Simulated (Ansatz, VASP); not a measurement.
# LiCl: VASP beside Ansatz

INCAR

```
PREC     = Accurate       # precision mode
ENCUT    = 600            # plane-wave cutoff, eV
EDIFF    = 1E-7           # SCF threshold, eV
ISMEAR   = 0              # smearing method
SIGMA    = 0.02           # smearing width, eV
LREAL    = F              # projectors in reciprocal space
LASPH    = T              # aspherical terms in the spheres
NELM     = 60             # most SCF steps
ALGO     = Normal         # electronic algorithm
ISIF     = 3              # what is computed and relaxed
LWAVE    = F              # write WAVECAR
LCHARG   = F              # write CHGCAR
IBRION   = 2              # ionic algorithm
NSW      = 100            # ionic steps
EDIFFG   = -0.002         # ionic threshold
```

The input KPOINTS:

```
regular mesh
0
Gamma
  12 12 12
```

The input POSCAR:

```
LiCl
1.0
    0.0000000000      2.5421223400      2.5421223400
    2.5421223400      0.0000000000      2.5421223400
    2.5421223400      2.5421223400      0.0000000000
Li Cl
1 1
Direct
    0.0000000000      0.0000000000      0.0000000000
    0.5000000000      0.5000000000      0.5000000000
```

Input for Ansatz:

```yaml
crystal:
  lattice:
    - [0.0, 2.54212234, 2.54212234]
    - [2.54212234, 0.0, 2.54212234]
    - [2.54212234, 2.54212234, 0.0]
  atoms:
    - { symbol: Li, position: [0.0, 0.0, 0.0] }
    - { symbol: Cl, position: [0.5, 0.5, 0.5] }
basis:
  ecutwfc: 420
kpoints:
  mp_grid: { grid: [12, 12, 12] }
hamiltonian:
  xc: lda
  pseudopotentials: { kind: paw, azcp: { folder: soft_1 } }
scf:
  occupations: { method: gaussian, width: 0.02 }
output:
  forces: true
  stress: true
  eigenvalues: true
  write_density: true
  write_potential: true
  elf: true
  volumetric_format: npy
relax:
  adjacent_minimum: "off"
  f_tol: 0.002
  max_steps: 80
  cell: { stress_tol: 0.02 }
```

Alike in both runs: task relaxation of cell and atoms; functional LDA; k mesh 12 × 12 × 12; occupations gaussian, width 0.02 eV; no spin polarisation.

```csv
,VASP,Ansatz
version,VASP 6.6.1,Ansatz 0.2.0
potentials or method,"VASP PAW LDA potentials, release 64 (Li_sv, Cl), cutoff 600 eV","scalar-relativistic, plane waves, PAW"
valence electrons in the cell,10,10
```

|  | VASP | Ansatz | Ansatz less VASP |
| --- | --- | --- | --- |
| gap on the k mesh at the Fermi level, each at its own relaxed structure (eV) | 6.51 | 6.48 | -0.025 |
| relaxed volume (Å³/atom) | 15.26 | 15.29 | +0.033 |
| relaxed cell length with the largest relative difference (Å) | 3.508 | 3.510 | +0.0025 |

Ansatz warns that its potentials were made for another functional, while VASP's fit it. LDA's correlation is that of Perdew and Zunger in VASP and of Perdew and Wang (1992) in Ansatz.

Noted on VASP's run: the cutoff is short for stress, so the pressure is rough.
